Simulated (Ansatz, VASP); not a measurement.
Te2Mo in VASP and in Ansatz

```
CELL_PARAMETERS angstrom
0.00000 3.31483 3.31483
3.31483 0.00000 3.31483
3.31483 3.31483 0.00000
ATOMIC_POSITIONS crystal
Mo 0.00000 0.00000 0.00000
Te 0.25000 0.25000 0.25000
Te 0.75000 0.75000 0.75000
```

Alike in both runs: task single point; functional PBE-based screened hybrid with a share of 0.4 of exact exchange and HFSCREEN = 0.1; k mesh 4 × 4 × 4; occupations fermi-dirac, width 0.02 eV; no spin polarisation.

|  | VASP | Ansatz |
| --- | --- | --- |
| version | VASP 6.6.1 | Ansatz 0.2.0 |
| potentials or method | VASP PAW PBE potentials, release 64 (Mo_sv, Te) | plane waves |
| plane-wave cutoff (eV) | 400 | 420 |
| valence electrons in the cell | 26 | 46 |

|  | VASP | Ansatz | Ansatz less VASP |
| --- | --- | --- | --- |
| pressure (GPa) | -7.0 | -6.0 | +1.03 |

VASP's potentials were made for PBE, not for PBE-based screened hybrid. VASP's potentials hold 26 valence electrons a cell and Ansatz's 46, so a difference there can come from the potentials and not from the codes. Ansatz's warnings: filled band counts differ across k points, stress exchange threshold loose, stress scf threshold loose.

The k mesh is coarse, so the values compare programs but aren't converged. Neither program's run includes spin-orbit coupling.
